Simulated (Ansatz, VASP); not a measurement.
One calculation of CuO, two programs

The input INCAR:

```
SYSTEM = CuO
PREC = Accurate ; ENCUT = 520
EDIFF = 1E-7 ; ISMEAR = 0
SIGMA = 0.05 ; LREAL = .False.
LASPH = .True. ; NELM = 150
ALGO = Normal ; ISIF = 2
LWAVE = .False. ; LCHARG = .True.
ISPIN = 2 ; MAGMOM = 1 1 -1 -1 0 0 0 0
LORBIT = 11 ; LMAXMIX = 4
LDAU = .True. ; LDAUTYPE = 2
LDAUL = 2 -1 ; LDAUU = 4 0
LDAUJ = 0 0 ; LDAUPRINT = 1
GGA = PE ; LELF = .True.
LVHAR = .True. ; NBANDS = 48
```

KPOINTS

```
regular mesh
0
Gamma
  6 6 6
  0 0 0
```

POSCAR

```
CuO
1.0
    4.1744184050      0.0000000000      0.3305692971
    0.0000000000      4.1521210669      0.0000000000
    1.6747185423      2.0760605335      5.3668803988
Cu O
4 4
Direct
    0.2500000000      0.2500000000      0.0000000000
    0.0000000000     -0.5000000000      0.5000000000
    0.7500000000      0.7500000000      0.0000000000
    0.5000000000      0.0000000000      0.5000000000
    0.3750000000     -0.1250352670      0.2500000000
    0.1250000000     -0.3749647330      0.7500000000
    0.8750000000      0.3749647330      0.2500000000
    0.6250000000      0.1250352670      0.7500000000
```

Input for Ansatz:

```yaml
crystal:
  lattice:
    - [4.174418405, 0.0, 0.3305692971]
    - [0.0, 4.1521210669, 0.0]
    - [1.6747185423, 2.0760605335, 5.3668803988]
  atoms:
    - { symbol: Cu, position: [0.25, 0.25, 0.0], spin: 1.0 }
    - { symbol: Cu, position: [0.0, -0.5, 0.5], spin: 1.0 }
    - { symbol: O, position: [0.375, -0.125035267, 0.25] }
    - { symbol: O, position: [0.125, -0.374964733, 0.75] }
    - { symbol: Cu, position: [0.75, 0.75, 0.0], spin: -1.0 }
    - { symbol: Cu, position: [0.5, 0.0, 0.5], spin: -1.0 }
    - { symbol: O, position: [0.875, 0.374964733, 0.25] }
    - { symbol: O, position: [0.625, 0.125035267, 0.75] }
basis:
  ecutwfc: 420
  ecutrho_ratio: 4
kpoints:
  mp_grid: { grid: [6, 6, 6] }
hamiltonian:
  xc: pbe
  hubbard: { sites: [{ species: Cu, l: d, u_eff: 4.0 }] }
scf:
  occupations: { method: gaussian, width: 0.05 }
  lower_state_search: "off"
output:
  forces: true
  stress: true
  eigenvalues: true
  populations: true
  hubbard: { sites: [{ species: Cu, l: d }] }
magnetization:
  spin_polarized: true
checkpoint:
  read: start.run
  write: ck
  compress: false
  write_wavefunctions: false
  write_every: 100000
```

Alike in both runs: task single point; functional PBE; k mesh 6 × 6 × 6; occupations gaussian, width 0.05 eV; collinear spin; Hubbard terms Cu d U = 4.0 eV.

|  | VASP | Ansatz |
| --- | --- | --- |
| version | VASP 6.6.1 | Ansatz 0.2.0 |
| potentials or method | VASP PAW PBE potentials, release 64 (Cu, O), cutoff 520 eV | scalar-relativistic, plane waves, PAW |
| valence electrons in the cell | 68 | 100 |

```tsv
	VASP	Ansatz	Ansatz less VASP
gap on the k mesh at the Fermi level (eV)	0.70	0.40	-0.304
least direct gap on the mesh (eV)	1.08	0.81	-0.274
pressure (GPa)	-2.9	-0.2	+2.70
net moment per atom (μB)	0.00	0.00	0.000
size of the moment on the site where the two differ most (μB)	0.59	0.54	-0.045
```

Site moments also hang on the region over which each program counts them. The programs project onto different local orbitals, so the same U acts differently, and such runs can settle in different states. VASP's potentials hold 68 valence electrons a cell and Ansatz's 100, so a difference there can come from the potentials and not from the codes. Ansatz's warnings: stability check not made.
